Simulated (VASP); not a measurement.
Here is a VASP 6.6.1 calculation.

INCAR

```
SYSTEM = Tl3Ge2H
ALGO = Normal ; EDIFF = 1E-6
ENCUT = 520 ; GGA = PE
ISIF = 2 ; ISMEAR = 0
LASPH = .True. ; LCHARG = .False.
LREAL = .False. ; LWAVE = .False.
NBANDS = 43 ; NELM = 100
PREC = Accurate ; SIGMA = 0.1
```

KPOINTS

```
k-points
0
Gamma
  3 3 4
  0 0 0
```

Contents of POSCAR:

```
Tl3Ge2H
1.0
    6.0977999900      0.0000000000      0.0000000000
   -3.0488999900      5.2808497000      0.0000000000
    0.0000000000      0.0000000000      5.4518332000
Tl Ge H
3 2 1
Direct
    0.5000000000      0.0000000000      0.0000000000
    0.0000000000      0.5000000000      0.0000000000
    0.5000000000      0.5000000000      0.0000000000
    0.0000000000      0.0000000000      0.2421188600
    0.0000000000      0.0000000000      0.7578811400
    0.0000000000      0.0000000000      0.0000000000
```

Potentials or basis: VASP PAW PBE potentials, release 64 (Tl_d, Ge_d, H).

Command:

```sh
$ cat potpaw_PBE.64/Tl_d/POTCAR potpaw_PBE.64/Ge_d/POTCAR potpaw_PBE.64/H/POTCAR > POTCAR
$ mpirun -np 1 vasp_std > vasp.out
```

Q: Predict the band gap on the k mesh.

A: Zero (band 34 reaches 3.61 eV, above the bottom of band 35 at 3.08 eV).

Q: Estimate the pressure.

A: 9.5 GPa.

Q: Predict the largest force.

A: 6.908 eV/Å.

Forces in eV/Å, atoms in the order of the input:
```
Tl   0.000  0.000  0.000
Tl   0.000  0.000  0.000
Tl   0.000  0.000  0.000
Ge   0.000  0.000  6.908
Ge   0.000  0.000 -6.908
H    0.000  0.000  0.000
```

Caveat: the k points lie up to 0.40 Å⁻¹ apart; spin-orbit coupling is left out, which moves the levels of the heavy elements; forces of over 1 eV/Å act on the atoms, so gaps and moduli don't describe the material at rest.
